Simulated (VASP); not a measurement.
A run of VASP 6.6.1 is set up as follows.

INCAR

```
SYSTEM = Si4Sn15C
PREC = Accurate ; ENCUT = 520
EDIFF = 1E-6 ; ISMEAR = 0
SIGMA = 0.1 ; LREAL = Auto
LASPH = .TRUE. ; NELM = 60
ALGO = Normal ; ISIF = 2
LWAVE = .FALSE. ; LCHARG = .FALSE.
GGA = PE ; NBANDS = 131
ISYM = 0
```

The input KPOINTS:

```
Automatic mesh
0
Gamma
  2 2 2
  0.5 0.5 0.5
```

Contents of POSCAR:

```
Si4Sn15C
1.0
    3.1778427627      3.1990518832      6.1419110875
   -3.1719248354     -3.1380173956      6.1084348800
    9.4191535076     -6.2148332855      3.0365076935
C Si Sn
1 4 15
Direct
    0.7813258902      0.0254020251      0.3909235949
   -0.0071145721     -0.0021409023      0.0039117243
    0.3466147736      0.4848453789      0.4047610853
    0.9719837542      0.8892176244      0.8232238401
    0.6816928497      0.2954535281      0.3954559504
    0.1831444418     -0.0062118509      0.6131681725
    0.0943146803      0.5266983072      0.8014473969
    0.6310688406     -0.0023926937      0.7803228636
    0.3792290443      0.9994204284      0.2140200070
    0.7206393816      0.4915620287      0.5584392030
    0.4968209703      0.5008557249      0.0065676678
    0.8739660488      0.4935531710      0.2310420326
    0.6053782017      0.8926409293      0.5515603740
    0.4895824651      0.3909180009      0.7850473417
    0.3637466388      0.8903496023      0.9907672596
    0.7708640538      0.8997675772      0.2223336816
    0.1106730430      0.8659035435      0.4090998285
    0.0941802775      0.3830146295      0.5857726447
    0.8844968883      0.3632680294      1.0068031154
    0.2647089066      0.3861224096      0.2254787347
```

Potentials or basis: VASP PAW PBE potentials, release 64 (C, Si, Sn_d).

Launch:

```bash
$ cat potpaw_PBE.64/C/POTCAR potpaw_PBE.64/Si/POTCAR potpaw_PBE.64/Sn_d/POTCAR > POTCAR
$ mpirun -np 1 vasp_std > vasp.out
```

**Question.** Estimate the largest force.

**Answer.** 0.036 eV/Å.

**Question.** Predict the pressure.

**Answer.** -0.1 GPa.

Forces in eV/Å, atoms in the order of the input:
```
C   -0.011 -0.012  0.001
Si  -0.005 -0.004 -0.017
Si   0.003 -0.011  0.001
Si  -0.018  0.000  0.007
Si   0.002  0.009 -0.011
Sn   0.027  0.007  0.023
Sn  -0.014 -0.007 -0.001
Sn   0.006 -0.007  0.017
Sn   0.013  0.014  0.018
Sn  -0.015 -0.004 -0.010
Sn   0.002  0.007 -0.014
Sn  -0.006 -0.021 -0.009
Sn  -0.002 -0.016 -0.025
Sn   0.005  0.008  0.002
Sn  -0.007 -0.001  0.010
Sn  -0.012 -0.006 -0.006
Sn   0.011  0.011 -0.020
Sn   0.019  0.017  0.018
Sn  -0.003  0.014  0.001
Sn   0.005  0.002  0.014
```
